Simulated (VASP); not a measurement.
Crystal: GaSb (zincblende type).

```
Ga Sb
1.0
     0.00000    3.10723    3.10723
     3.10723    0.00000    3.10723
     3.10723    3.10723    0.00000
Ga Sb
1 1
Direct
  0.00000 0.00000 0.00000
  0.25000 0.25000 0.25000
```

* Program: VASP 6.6.1
* Task: relaxation of cell and atoms
* Functional: LDA
* Potentials or basis: VASP PAW LDA potentials, release 64 (Ga_d, Sb)
* Cutoff: 600 eV
* k mesh: 11 × 11 × 11
* Occupations: fermi-dirac, width 0.1 eV
* Spin: no spin polarisation

At the start: pressure -3.6 GPa; volume 30.00 Å³/atom.

Q: Where does the relaxation end?

A: Over 3 steps the energy falls by 26.8 meV/atom and the volume is 27.77 Å³/atom (-7.4 %); space group F-43m (No. 216, to 0.05 Å).

Step by step:
```csv
step,energy change (eV),largest force (eV/Å),pressure (GPa),volume (Å³)
1,0.0000,0.0000,-3.58,60.00
2,-0.0491,0.0000,1.26,54.37
3,-0.0536,0.0000,0.00,55.54
```

Final structure:
```xyz
2
Lattice="0.0000 3.0282 3.0282 3.0282 0.0000 3.0282 3.0282 3.0282 0.0000" Properties=species:S:1:pos:R:3 pbc="T T T"
Ga    0.0000    0.0000    0.0000
Sb    1.5141    1.5141    1.5141
```
